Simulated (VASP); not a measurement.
# ZrN in VASP: relaxation of the atoms with PBEsol

Aim: the relaxation of the atoms of ZrN with PBEsol.

Everything below comes from runs of VASP 6.6.1. Logs are shortened: lines on timing, memory, paths and dates and some standing lists are left out, and cuts for length are marked.

## Step 1: The cell of the first run

The cell holds a slab with vacuum, 10 atoms: a = 3.219 Å, b = 3.219 Å, c = 26.827 Å, α = 90.00°, β = 90.00°, γ = 120.00°.

## Step 2: Relaxation of the atoms, PBEsol

Input file INCAR:

```
SYSTEM = ZrN
PREC = Accurate
ENCUT = 520
EDIFF = 1E-7
ISMEAR = 0
SIGMA = 0.1
LREAL = .FALSE.
LASPH = .TRUE.
NELM = 120
ALGO = Normal
ISIF = 2
LWAVE = .FALSE.
LCHARG = .FALSE.
LDIPOL = .TRUE.
IDIPOL = 3
DIPOL = 0.5 0.5 0.500
GGA = PS
IBRION = 2
NSW = 80
EDIFFG = -0.02
GGA_COMPAT = .FALSE.
NELMIN = 4
NELMDL = -8
KPAR = 4
```

Input file KPOINTS:

```
regular mesh
0
G
  12 12 1
  0 0 0
```

Input file POSCAR:

```
ZrN
1.0
    3.2188796041      0.0000000000      0.0000000000
   -1.6094398021      2.7876315089      0.0000000000
    0.0000000000      0.0000000000     26.8269188604
N Zr
5 5
Direct
    0.3333333333      0.6666666667      0.2795699364
    0.0000000000      0.0000000000      0.3775388536
    0.6666666667      0.3333333333      0.4755077707
    0.3333333333      0.6666666667      0.5734766879
    0.0000000000      0.0000000000      0.6714456050
    0.6666666667      0.3333333333      0.3285543950
    0.3333333333      0.6666666667      0.4265233121
    0.0000000000      0.0000000000      0.5244922293
    0.6666666667      0.3333333333      0.6224611464
    0.3333333333      0.6666666667      0.7204300636
```

Potentials or basis: VASP PAW PBE potentials, release 64 (N, Zr_sv).

Started as:

```
$ cat potpaw_PBE.64/N/POTCAR potpaw_PBE.64/Zr_sv/POTCAR > POTCAR
$ mpirun -np 4 vasp_std > vasp.out
```

OUTCAR:

```text
SYSTEM = ZrN
   PREC = Accurate
   ENCUT = 520
   EDIFF = 1E-7
   ISMEAR = 0
   LREAL = .FALSE.
   LASPH = .TRUE.
   NELM = 120
   ISIF = 2
   GGA = PS
   IBRION = 2
   NSW = 80
   EDIFFG = -0.02
   NELMIN = 4
   NELMDL = -8

 ion  position               nearest neighbor table
   1  0.333  0.667  0.280-   6 2.28   6 2.28   6 2.28
   2  0.000  0.000  0.378-   7 2.28   7 2.28   7 2.28   6 2.28   6 2.28   6 2.28
   3  0.667  0.333  0.476-   7 2.28   7 2.28   8 2.28   8 2.28   8 2.28   7 2.28
   4  0.333  0.667  0.573-   9 2.28   9 2.28   9 2.28   8 2.28   8 2.28   8 2.28
   5  0.000  0.000  0.671-  10 2.28   9 2.28  10 2.28   9 2.28  10 2.28   9 2.28
   6  0.667  0.333  0.329-   1 2.28   1 2.28   2 2.28   2 2.28   2 2.28   1 2.28   7 3.22   7 3.22
                             7 3.22
   7  0.333  0.667  0.427-   2 2.28   2 2.28   2 2.28   3 2.28   3 2.28   3 2.28   6 3.22   6 3.22
                             6 3.22   8 3.22   8 3.22   8 3.22
   8  0.000  0.000  0.524-   4 2.28   3 2.28   4 2.28   3 2.28   4 2.28   3 2.28   9 3.22   9 3.22
                             9 3.22   7 3.22   7 3.22   7 3.22
   9  0.667  0.333  0.622-   4 2.28   4 2.28   4 2.28   5 2.28   5 2.28   5 2.28   8 3.22   8 3.22
                             8 3.22  10 3.22  10 3.22  10 3.22
  10  0.333  0.667  0.720-   5 2.28   5 2.28   5 2.28   9 3.22   9 3.22   9 3.22

  LATTYP: Found a hexagonal cell.
 ALAT       =     3.2188796041
 C/A-ratio  =     8.3342411522

  Lattice vectors:

 A1 = (   3.2188796041,   0.0000000000,   0.0000000000)
 A2 = (  -1.6094398021,   2.7876315089,   0.0000000000)
 A3 = (   0.0000000000,   0.0000000000,  26.8269188604)

Analysis of symmetry for initial positions (statically):
=====================================================================
 Subroutine PRICEL returns:
 Original cell was already a primitive cell.

 Routine SETGRP: Setting up the symmetry group for a
 hexagonal supercell.

 Subroutine GETGRP returns: Found  6 space group operations
 (whereof  6 operations were pure point group operations)
 out of a pool of 24 trial point group operations.

The static configuration has the point symmetry C_3v.

Analysis of symmetry for dynamics (positions and initial velocities):
=====================================================================
 Subroutine PRICEL returns:
 Original cell was already a primitive cell.

 Routine SETGRP: Setting up the symmetry group for a
 hexagonal supercell.

 Subroutine GETGRP returns: Found  6 space group operations
 (whereof  6 operations were pure point group operations)
 out of a pool of 24 trial point group operations.

The dynamic configuration has the point symmetry C_3v.

 Subroutine INISYM returns: Found  6 space group operations
 (whereof  6 operations are pure point group operations),
 and found     1 'primitive' translations

----------------------------------------------------------------------------------------

                                     Primitive cell

  volume of cell :     240.7193

  direct lattice vectors                    reciprocal lattice vectors
     3.218879604  0.000000000  0.000000000     0.310667103  0.179363735  0.000000000
    -1.609439802  2.787631509  0.000000000     0.000000000  0.358727471  0.000000000
     0.000000000  0.000000000 26.826918860     0.000000000  0.000000000  0.037275992

  length of vectors
     3.218879604  3.218879604 26.826918860     0.358727471  0.358727471  0.037275992

  position of ions in fractional coordinates (direct lattice)
     0.333333333  0.666666667  0.279569936
     0.000000000  0.000000000  0.377538854
     0.666666667  0.333333333  0.475507771
     0.333333333  0.666666667  0.573476688
     0.000000000  0.000000000  0.671445605
     0.666666667  0.333333333  0.328554395
     0.333333333  0.666666667  0.426523312
     0.000000000  0.000000000  0.524492229
     0.666666667  0.333333333  0.622461146
     0.333333333  0.666666667  0.720430064

  ion indices of the primitive-cell ions
[... 34 lines left out ...]
 ===========================================

 Found     19 irreducible k-points:

 Following reciprocal coordinates:
            Coordinates               Weight
  0.000000  0.000000  0.000000      1.000000
  0.083333  0.000000  0.000000      6.000000
  0.166667  0.000000  0.000000      6.000000
  0.250000  0.000000  0.000000      6.000000
  0.333333  0.000000  0.000000      6.000000
  0.416667  0.000000  0.000000      6.000000
[... 11 lines left out ...]
  0.333333  0.250000  0.000000     12.000000
  0.333333  0.333333  0.000000      2.000000
   k-points           NKPTS =     19   k-points in BZ     NKDIM =     19   number of bands    NBANDS=     51
   number of dos      NEDOS =    301   number of ions     NIONS =     10
   total plane-waves  NPLWV = 115200
   dimension x,y,z NGX =    24 NGY =   24 NGZ =  200
   dimension x,y,z NGXF=    48 NGYF=   48 NGZF=  400
   ions per type =               5   5
   NGX,Y,Z   is equivalent  to a cutoff of  12.40, 12.40, 12.39 a.u.
   NGXF,Y,Z  is equivalent  to a cutoff of  24.79, 24.79, 24.79 a.u.
 SYSTEM =  ZrN
   PREC   = accura    normal or accurate (medium, high low for compatibility)
   ISTART =      0    job   : 0-new  1-cont  2-samecut
   ICHARG =      2    charge: 1-file 2-atom 10-const
   ISPIN  =      1    spin polarized calculation?
   LNONCOLLINEAR =      F non collinear calculations
   LSORBIT =      F    spin-orbit coupling
   LASPH  =      T    aspherical Exc in radial PAW
   ENCUT  =  520.0 eV  38.22 Ry    6.18 a.u.   5.98  5.98 49.88*2*pi/ulx,y,z
   NELM   =    120;   NELMIN=  4; NELMDL= -8     # of ELM steps
   EDIFF  = 0.1E-06   stopping-criterion for ELM
   LREAL  =      F    real-space projection
   EDIFFG = -.2E-01   stopping-criterion for IOM
   NSW    =     80    number of steps for IOM
   IBRION =      2    ionic relax: 0-MD 1-quasi-New 2-CG
   NFREE  =      1    steps in history (QN), initial steepest desc. (CG)
   ISIF   =      2    stress and relaxation
   ISYM   =      2    0-nonsym 1-usesym 2-fastsym
   POTIM  = 0.5000    time-step for ionic-motion
   TEBEG  =    0.0;   TEEND  =   0.0 temperature during run
   PSTRESS=    0.0 pullay stress
   NELECT =      85.0000    total number of electrons
   NUPDOWN=      -1.0000    fix difference up-down
   EMIN   =  10.00;   EMAX   =-10.00  energy-range for DOS
   EFERMI =   0.00;   METHOD = LEGACY
   ISMEAR =     0;   SIGMA  =   0.10  broadening in eV -4-tet -1-fermi 0-gaus
   EFERMI_NEDOS =   21; number of points for ismear=-14 and -15
   IALGO  =     38    algorithm
   IMIX   =      4    mixing-type and parameters
     AMIX     =   0.40;   BMIX     =  1.00
     AMIX_MAG =   1.60;   BMIX_MAG =  1.00
  volume/ion in A,a.u.               =      24.07       162.45
  Fermi-wavevector in a.u.,A,eV,Ry     =   1.157118  2.186635 18.217129  1.338921
  Thomas-Fermi vector in A             =   2.293732
   LORBIT       =      0    0 simple, 1 ext, 2 COOP (PROOUT), +10 PAW based schemes
   GGA     = PS    functional components
   LHFCALC =     F    Hartree Fock is set to
   AEXX    =    0.0000 exact exchange contribution
   IVDW    =     0    specifies the selected vdW correction
   LEPSILON=     F    determine dielectric tensor
   LRPA    =     F    only Hartree local field effects (RPA)
 conjugate gradient relaxation of ions
 non-spin polarized calculation
 Gauss-broadening in eV      SIGMA  =   0.10
  energy-cutoff  :      520.00
  volume of cell :      240.72
 maximum number of plane-waves:      6564
 NGX is ok and might be reduce to    24
   NGX = 11   NGY = 11   NGZ = 99

--------------------------------------- Ionic step        1  -------------------------------------------

 number of electron      85.0000011 magnetization

 Free energy of the ion-electron system (eV)
  ---------------------------------------------------
  ext. energy  EPLUGINS =         0.00000000
  ---------------------------------------------------
  free energy    TOTEN  =      -102.36872170 eV

  energy without entropy =     -102.34028475  energy(sigma->0) =     -102.35450323

------------------------ aborting loop because EDIFF is reached ----------------------------------------

  FORCE on cell =-STRESS in cart. coord.  units (eV):
  Direction    XX          YY          ZZ          XY          YZ          ZX
  --------------------------------------------------------------------------------------
  -------------------------------------------------------------------------------------
  Total       -1.8266776     -1.8266776     -5.2873493      0.0000000     -0.0000000      0.0000000
  in kB      -12.1579848    -12.1579848    -35.1914927      0.0000000     -0.0000000      0.0000000
  external PRESSURE =     -19.8358208 kB  Pullay stress =       0.0000000 kB
[... 113 lines left out ...]
  FREE ENERGIE OF THE ION-ELECTRON SYSTEM (eV)
  ---------------------------------------------------
  free  energy   TOTEN  =      -104.1169209572 eV

  energy  without entropy=     -104.0950179725  energy(sigma->0) =     -104.10596946

 dipolmoment           0.000000      0.000000      0.039283 electrons x Angstroem

[... ionic steps 4 to 15 ...]

--------------------------------------- Ionic step       16  -------------------------------------------

 number of electron      85.0000011 magnetization

------------------------ aborting loop because EDIFF is reached ----------------------------------------
[... 83 lines left out ...]
--------------------------------------- Ionic step       18  -------------------------------------------

 number of electron      85.0000012 magnetization

 dipolmoment           0.000000      0.000000     -0.097609 electrons x Angstroem

 Free energy of the ion-electron system (eV)
  ---------------------------------------------------
  ext. energy  EPLUGINS =         0.00000000
  ---------------------------------------------------
  free energy    TOTEN  =      -104.17482341 eV

  energy without entropy =     -104.15204350  energy(sigma->0) =     -104.16343346

 E-fermi :   2.9456     XC(G=0):  -7.0030

 val. band max:        2.9038495192   @ k =   0.3333   0.2500   0.0000
 cond. band min:       2.9518954952   @ k =   0.0000   0.0000   0.0000
 fundamental gap:      0.0480459760
 Fermi energy:         2.9455869261

 k-point     1 :       0.0000    0.0000    0.0000
  band No.  band energies     occupation
      1     -46.3652      2.00000
      2     -46.2966      2.00000
      3     -46.2414      2.00000
      4     -46.0739      2.00000
      5     -44.9608      2.00000
      6     -25.1338      2.00000
[... 1015 lines left out ...]
     50       6.0244      0.00000
     51       6.0484      0.00000

------------------------ aborting loop because EDIFF is reached ----------------------------------------

 vacuum level on the upper side and lower side of the slab       (xc-potential included)        -0.975         0.956

  FORCE on cell =-STRESS in cart. coord.  units (eV):
  Direction    XX          YY          ZZ          XY          YZ          ZX
  --------------------------------------------------------------------------------------
  -------------------------------------------------------------------------------------
  Total        2.3647256      2.3647256     -0.1739589     -0.0000000      0.0000000      0.0000000
  in kB       15.7391201     15.7391201     -1.1578342     -0.0000000      0.0000000      0.0000000
  external PRESSURE =      10.1068020 kB  Pullay stress =       0.0000000 kB
[... 25 lines left out ...]
  FREE ENERGIE OF THE ION-ELECTRON SYSTEM (eV)
  ---------------------------------------------------
  free  energy   TOTEN  =      -104.1748234125 eV

  energy  without entropy=     -104.1520434997  energy(sigma->0) =     -104.16343346

 reached required accuracy - stopping structural energy minimisation

 vacuum level on the upper side and lower side of the slab         7.445         9.414
```

Wall time 40 min (4 MPI ranks of Intel Xeon Platinum 8259CL at 2.50GHz (Skylake/Cascade Lake), shared host); peak memory 0.46 GiB.

What came out:

- Free energy: -104.1748 eV
- Energy gained by relaxing: 180.6 meV/atom
- Ionic steps: 18
- Largest force after relaxing: 0.014 eV/Å
- Band gap on the k mesh: zero (an odd number of electrons rules out a gap without spin polarisation)

Forces in eV/Å, atoms in the order of the input:
```
N    0.000  0.000  0.010
N    0.000  0.000 -0.003
N    0.000  0.000  0.004
N    0.000  0.000  0.004
N    0.000  0.000 -0.014
Zr   0.000  0.000 -0.008
Zr   0.000  0.000  0.005
Zr   0.000  0.000  0.001
Zr   0.000  0.000 -0.002
Zr   0.000  0.000  0.004
```

The path:
```csv
step,energy change (eV),largest force (eV/Å),pressure (GPa)
1,0.0000,6.3833,-1.98
2,-1.7421,1.5548,0.59
3,-1.7482,1.4929,0.37
4,-1.7788,0.7439,0.81
5,-1.7933,0.3663,0.62
6,-1.8002,0.1887,0.58
7,-1.8008,0.2517,0.56
8,-1.8037,0.1049,0.68
9,-1.8039,0.0999,0.74
10,-1.8049,0.0626,0.80
11,-1.8049,0.0738,0.81
12,-1.8054,0.0383,0.81
13,-1.8055,0.0451,0.81
14,-1.8057,0.0366,0.86
15,-1.8058,0.0354,0.91
16,-1.8059,0.0279,0.95
17,-1.8060,0.0350,0.99
18,-1.8061,0.0138,1.01
```

Final structure:
```yaml
crystal:
  lattice:
    - [3.21888, 0.00000, 0.00000]
    - [-1.60944, 2.78763, 0.00000]
    - [0.00000, 0.00000, 26.82692]
  atoms:
    - { symbol: N, position: [0.33333, 0.66667, 0.28997] }
    - { symbol: N, position: [0.00000, 0.00000, 0.38043] }
    - { symbol: N, position: [0.66667, 0.33333, 0.47440] }
    - { symbol: N, position: [0.33333, 0.66667, 0.57369] }
    - { symbol: N, position: [0.00000, 0.00000, 0.67151] }
    - { symbol: Zr, position: [0.66667, 0.33333, 0.31918] }
    - { symbol: Zr, position: [0.33333, 0.66667, 0.42543] }
    - { symbol: Zr, position: [0.00000, 0.00000, 0.52356] }
    - { symbol: Zr, position: [0.66667, 0.33333, 0.62356] }
    - { symbol: Zr, position: [0.33333, 0.66667, 0.71827] }
```

Levels at points of the mesh, in eV from the Fermi level:
| k point | band 40 | band 41 | band 42 | band 43 | band 44 | band 45 |
| --- | --- | --- | --- | --- | --- | --- |
| (0.00, 0.00, 0.00) | -2.11 | -0.96 | -0.11 | 0.01 | 0.01 | 0.55 |
| (0.50, 0.00, 0.00) | -1.54 | -1.14 | -0.97 | 0.36 | 0.78 | 2.03 |

Caveat: the PAW data sets were made with another functional, which shifts forces and pressure a little; an odd number of electrons without spin polarisation forces a metal; a magnetic or distorted state may lie lower.

The gap in the log of VASP goes by the Fermi energy; the results here count the filled bands.